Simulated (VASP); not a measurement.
Wanted: the native input for a VASP 6.6.1 run.

| Quantity | Value |
| --- | --- |
| Task | single point |
| Functional | PBEsol |
| Potentials or basis | VASP PAW PBE potentials, release 64 (Co) |
| Cutoff | 520 eV |
| k mesh | 12 × 12 × 6 |
| Occupations | fermi-dirac, width 0.1 eV |
| Spin | collinear spin, ferromagnetic start |
| Starting moments | [3.0, 3.0] μB |
| Dipole correction | no |
| Further INCAR settings | ALGO = Normal; EDIFF = 1e-06; NBANDS = 20 |

The structure of Co lies in POSCAR:

```
Co
1.0
    0.0000000000      1.7978500000      1.7978500000
    1.7978500000      0.0000000000      1.7978500000
    3.5957000000      3.5957000000      0.0000000000
Co
2
Direct
    0.0000000000      0.0000000000      0.0000000000
    0.0000000000      0.0000000000      0.5000000000
```

One way to write it, as run:

INCAR

```
PREC     = Accurate       # precision mode
ENCUT    = 520            # plane-wave cutoff, eV
EDIFF    = 1E-6           # SCF threshold, eV
ISMEAR   = -1             # smearing method
SIGMA    = 0.1            # smearing width, eV
LREAL    = False          # projectors in reciprocal space
LASPH    = True           # aspherical terms in the spheres
NELM     = 150            # most SCF steps
ALGO     = Normal         # electronic algorithm
ISIF     = 2              # what is computed and relaxed
LWAVE    = False          # write WAVECAR
LCHARG   = True           # write CHGCAR
ISPIN    = 2              # spin polarisation
MAGMOM   = 3 3            # initial moments
LORBIT   = 11             # projections on sites
LMAXMIX  = 4              # l up to which the mixer works
GGA      = PS             # functional
LELF     = True           # ELF
LVHAR    = True         
NBANDS   = 20             # bands
```

KPOINTS

```
regular mesh
0
Gamma
  12 12 6
```

Potentials or basis: VASP PAW PBE potentials, release 64 (Co).

Command:

```bash
$ cat potpaw_PBE.64/Co/POTCAR > POTCAR
$ mpirun -np 1 vasp_std > vasp.out
```

Results of the run:

| Item | Value |
| --- | --- |
| Pressure | -20.1 GPa |
| Net moment | 3.41 μB per cell |
| Site moments | Co +1.73 μB |
| Valence electrons inside the program's atomic spheres | Co 8.14 |

Caveat: the PAW data sets were made with another functional, which shifts forces and pressure a little.

Wall time 94 s on 1 thread of AMD EPYC 7R43 64-Core Processor (Zen 3), with other jobs on the host, peak memory 0.16 GiB.
